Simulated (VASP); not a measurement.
**Mg2B6Pt: single point with PBE**

Mg2B6Pt:

```xyz
9
Lattice="3.0331 1.7511 2.5389 -3.0331 1.7511 2.5389 0.0000 -3.5023 2.5389" Properties=species:S:1:pos:R:3 pbc="T T T"
Mg    0.0000    0.0000    1.4134
Mg    0.0000    0.0000    6.2033
B    -2.0914    0.0000    3.8083
B     1.0457   -1.8112    3.8083
B     1.0457    1.8112    3.8083
B     2.0914    0.0000    3.8083
B    -1.0457    1.8112    3.8083
B    -1.0457   -1.8112    3.8083
Pt    0.0000    0.0000    3.8083
```

The cell was built from a structure type or drawn by symmetry, and may not be a known phase.

| Property | Result |
| --- | --- |
| Program | VASP 6.6.1 |
| Task | single point |
| Functional | PBE |
| Potentials or basis | VASP PAW PBE potentials, release 64 (Mg, B, Pt) |
| Cutoff | 520 eV |
| k mesh | 6 × 6 × 6 |
| Occupations | gaussian, width 0.1 eV |
| Spin | no spin polarisation |

The pressure is 48.1 GPa. The largest force is 0.505 eV/Å and the band gap on the k mesh is zero (bands 16 and 17 overlap by 2.80 eV).

Forces in eV/Å, atoms in the order of the input:
```
Mg   0.000  0.000  0.121
Mg   0.000  0.000 -0.121
B    0.505  0.000  0.000
B   -0.253  0.438  0.000
B   -0.253 -0.438  0.000
B   -0.505  0.000  0.000
B    0.253 -0.438  0.000
B    0.253  0.438  0.000
Pt   0.000  0.000  0.000
```

Stress tensor (GPa, compression positive):
```
52.12  0.00  0.00
 0.00 52.12  0.00
 0.00  0.00 40.09
```

Levels at points of the mesh, in eV from the Fermi level:
```
           k point  band 13  band 14  band 15  band 16  band 17  band 18  band 19  band 20
(0.00, 0.00, 0.00)    -1.48    -1.48    -0.06    -0.06     0.44     1.43     1.43     1.43
(0.50, 0.00, 0.00)    -2.73    -2.46    -2.39    -0.72     0.70     1.70     2.07     2.22
(0.50, 0.50, 0.00)    -3.24    -3.10    -1.28    -0.60     0.89     1.35     1.37     3.20
(0.50, 0.50, 0.50)    -4.32     0.45     0.45     2.20     2.20     2.74     3.48     3.48
```

It took 26 s on 1 thread of AMD EPYC 9R45 96-Core Processor (Zen 5), with other jobs on the host, peak memory 0.19 GiB.

Caveat: the cell stands under pressure; spin-orbit coupling is left out, which moves the levels of the heavy elements.
